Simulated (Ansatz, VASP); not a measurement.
## Te2Mo: VASP beside Ansatz

The input POSCAR:

```
Te2Mo
1.0
   -3.5635452172      0.0000000000      0.0000000000
   -1.7817726086     -3.0861206856      0.0000000000
   -1.7815944313     -1.0286040245     14.7262210532
Te Mo
4 2
Direct
    0.1238596311      0.1238596311      0.6284839550
    0.6238429645      0.6238429645      0.1284839550
    0.0428570355      0.0428570355      0.8715160450
    0.5428403689      0.5428403689      0.3715160450
    0.2500083333      0.2500083333      0.2500000000
    0.4166916667      0.4166916667      0.7500000000
```

File INCAR.step1:

```
SYSTEM = Te2Mo
PREC = Accurate
ENCUT = 520
ISMEAR = 0
SIGMA = 0.05
LREAL = .FALSE.
LASPH = .TRUE.
NELM = 100
NBANDS = 35
GGA = PE
ALGO = Normal
EDIFF = 1E-4
LWAVE = .TRUE.
LCHARG = .FALSE.
```

INCAR.step2

```
SYSTEM = Te2Mo
PREC = Accurate
ENCUT = 520
EDIFF = 1E-7
ISMEAR = 0
SIGMA = 0.05
LREAL = .FALSE.
LASPH = .TRUE.
NELM = 100
ALGO = Normal
ISIF = 2
LWAVE = .FALSE.
LCHARG = .FALSE.
METAGGA = R2SCAN
LMIXTAU = .TRUE.
NBANDS = 35
ISTART = 1
```

Contents of KPOINTS:

```
regular mesh
0
G
  9 9 2
  0 0 0
```

Input for Ansatz:

```yaml
crystal:
  lattice:
    - [-3.5635452172, 0.0, 0.0]
    - [-1.7817726086, -3.0861206856, 0.0]
    - [-1.7815944313, -1.0286040245, 14.7262210532]
  atoms:
    - { symbol: Te, position: [0.1238596311, 0.1238596311, 0.628483955] }
    - { symbol: Te, position: [0.6238429645, 0.6238429645, 0.128483955] }
    - { symbol: Te, position: [0.0428570355, 0.0428570355, 0.871516045] }
    - { symbol: Te, position: [0.5428403689, 0.5428403689, 0.371516045] }
    - { symbol: Mo, position: [0.2500083333, 0.2500083333, 0.25] }
    - { symbol: Mo, position: [0.4166916667, 0.4166916667, 0.75] }
basis:
  ecutwfc: 500
kpoints:
  mp_grid: { grid: [9, 9, 2] }
hamiltonian:
  xc: r2scan
scf:
  occupations: { method: gaussian, width: 0.05 }
output:
  forces: true
  stress: true
  eigenvalues: true
  write_density: true
  write_potential: true
  elf: true
  volumetric_format: npy
```

Alike in both runs: task single point; functional r2SCAN; k mesh 9 × 9 × 2; occupations gaussian, width 0.05 eV; no spin polarisation.

|  | VASP | Ansatz |
| --- | --- | --- |
| version | VASP 6.6.1 | Ansatz 0.2.0 |
| potentials or method | VASP PAW PBE potentials, release 64 (Te, Mo_sv), cutoff 520 eV | scalar-relativistic, plane waves, PAW |
| valence electrons in the cell | 52 | 92 |

VASP gave:

```
gap on the k mesh at the Fermi level (eV)                     : 1.04
least direct gap on the mesh (eV)                             : 1.08
pressure (GPa)                                                : 0.2
traceless stress, the component that is largest in VASP (GPa) : 0.12
rms of the force components (eV/Å)                            : 0.014
```

Q: What did Ansatz give for the same quantities?

A: gap on the k mesh at the Fermi level (eV): 1.05; least direct gap on the mesh (eV): 1.08; pressure (GPa): 0.1; traceless stress, the component that is largest in VASP (GPa): 0.06; rms of the force components (eV/Å): 0.017.

VASP's potentials were made for PBE, not for r2SCAN. Atom by atom the forces differ by 0.012 eV/Å (rms over components). VASP's potentials hold 52 valence electrons a cell and Ansatz's 92, so a difference there can come from the potentials and not from the codes.

Neither program's run includes spin-orbit coupling.
